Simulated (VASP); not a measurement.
Crystal: Cd.

```
CELL_PARAMETERS angstrom
2.92224 0.00000 0.00000
0.00000 2.92224 0.00000
0.00000 0.00000 2.92224
ATOMIC_POSITIONS crystal
Cd 0.00000 0.00000 0.00000
```

```yaml
Program: VASP 6.6.1
Task: relaxation of cell and atoms
Functional: PBE
Potentials_or_basis: VASP PAW PBE potentials, release 64 (Cd)
Cutoff: 600 eV
k_mesh: 14 × 14 × 14
Occupations: fermi-dirac, width 0.05 eV
Spin: no spin polarisation
```

At the start: pressure 3.0 GPa; volume 24.95 Å³/atom.

Where does the relaxation end?

Over 7 steps the energy falls by 18.1 meV/atom and the volume is 27.03 Å³/atom (+8.3 %); space group Pm-3m (No. 221, to 0.05 Å).

The path:
```tsv
step	energy change (eV)	largest force (eV/Å)	pressure (GPa)	volume (Å³)
1	0.0000	0.0000	3.04	24.95
2	-0.0176	0.0000	0.39	26.70
3	-0.0181	0.0000	0.04	27.06
4	-0.0181	0.0000	-0.05	27.10
5	-0.0181	0.0000	-0.04	27.06
6	-0.0180	0.0000	0.09	26.97
7	-0.0181	0.0000	0.02	27.03
```

Final structure:
```
CELL_PARAMETERS angstrom
3.00128 0.00000 0.00000
0.00000 3.00128 0.00000
0.00000 0.00000 3.00128
ATOMIC_POSITIONS crystal
Cd 0.00000 0.00000 0.00000
```
